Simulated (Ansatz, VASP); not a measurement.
# One calculation of Ni, two programs

```
CELL_PARAMETERS angstrom
0.00000 2.57290 2.57290
2.57290 0.00000 2.57290
2.57290 2.57290 0.00000
ATOMIC_POSITIONS crystal
Ni 0.12500 0.12500 0.12500
Ni 0.87500 0.87500 0.87500
```

Alike in both runs: functional revPBE; k mesh 11 × 11 × 11; occupations fermi-dirac, width 0.05 eV; collinear spin.

Ansatz relaxed the structure, and its values are those at the end. VASP's run is a single point on that final structure, the one shown.

|  | VASP | Ansatz |
| --- | --- | --- |
| version | VASP 6.6.1 | Ansatz 0.2.0 |
| potentials or method | VASP PAW PBE potentials, release 64 (Ni), cutoff 520 eV | plane waves (420 eV) with PAW, scalar-relativistic |
| valence electrons in the cell | 20 | 36 |

Ansatz gave:

```
pressure (GPa)                                                : 0.0
net moment per atom (μB)                                      : 0.81
size of the moment on the site where the two differ most (μB) : 0.85
```

Q: Which values does VASP return?

A: Pressure (GPa): -0.3; net moment per atom (μB): 0.00; size of the moment on the site where the two differ most (μB): 0.00.

The net moments are unlike, so the other rows may belong to different states. VASP's potentials were made for PBE, not for revPBE. Site moments also hang on the region over which each program counts them. VASP's potentials hold 20 valence electrons a cell and Ansatz's 36, so a difference there can come from the potentials and not from the codes. Ansatz's warnings: seeded moment not kept.
